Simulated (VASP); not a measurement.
**BeS (f.balt): single point with PBEsol**

BeS (f.balt):

```
CELL_PARAMETERS angstrom
0.00000 2.42000 2.42000
2.42000 0.00000 2.42000
2.42000 2.42000 0.00000
ATOMIC_POSITIONS crystal
Be 0.00000 0.00000 0.00000
S 0.25000 0.25000 0.25000
```

```
Program             : VASP 6.6.1
Task                : single point
Functional          : PBEsol
Potentials or basis : VASP PAW PBE potentials, release 64 (Be, S)
Cutoff              : 600 eV
k mesh              : 6 × 6 × 6
Occupations         : gaussian, width 0.1 eV
Spin                : no spin polarisation
```

* Pressure: 0.1 GPa
* Band gap on the k mesh: 2.91 eV, indirect (least direct gap 5.61 eV)

Levels at points of the mesh, in eV from the valence-band top:
```
           k point  band 2  band 3  band 4  band 5  band 6  band 7
(0.00, 0.00, 0.00)    0.00    0.00    0.00    5.61    5.61    5.61
(0.50, 0.00, 0.00)   -5.91   -1.05   -1.05    5.40    6.48    6.48
(0.50, 0.50, 0.00)   -5.10   -2.70   -2.70    2.91    4.80   12.80
```

Run time: 3.6 s on 1 thread of AMD EPYC 9R45 96-Core Processor (Zen 5), with other jobs on the host, peak memory 0.12 GiB.

Caveat: the PAW data sets were made with another functional, which shifts forces and pressure a little. PBEsol gaps usually lie below the measured ones, often by a third to a half.
